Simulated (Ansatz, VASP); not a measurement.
**One calculation of C, two programs**

```
CELL_PARAMETERS angstrom
2.51802 0.00000 0.00000
-1.25901 2.18067 0.00000
0.00000 0.00000 8.30459
ATOMIC_POSITIONS crystal
C 0.98511 0.98511 0.09297
C 0.00000 0.00000 0.59297
C 0.00000 0.00000 0.40703
C 0.00000 0.00000 0.90703
C 0.33333 0.66667 0.15553
C 0.66667 0.33333 0.65553
C 0.33333 0.66667 0.34447
C 0.66667 0.33333 0.84447
```

Alike in both runs: task single point; functional PBE; k mesh 12 × 12 × 4; occupations gaussian, width 0.05 eV; no spin polarisation.

|  | VASP | Ansatz |
| --- | --- | --- |
| version | VASP 6.6.1 | Ansatz 0.2.0 |
| potentials or method | VASP PAW PBE potentials, release 64 (C), cutoff 520 eV | scalar-relativistic, plane waves, PAW |
| valence electrons in the cell | 32 | 32 |

Ansatz gave:

```
gap on the k mesh at the Fermi level (eV)                     : 4.36
least direct gap on the mesh (eV)                             : 5.01
pressure (GPa)                                                : 0.1
traceless stress, the component that is largest in VASP (GPa) : 0.27
rms of the force components (eV/Å)                            : 0.372
```

Which values does VASP return?

gap on the k mesh at the Fermi level (eV): 4.35; least direct gap on the mesh (eV): 5.01; pressure (GPa): 0.8; traceless stress, the component that is largest in VASP (GPa): 0.32; rms of the force components (eV/Å): 0.374.

Atom by atom the forces differ by 0.003 eV/Å (rms over components).
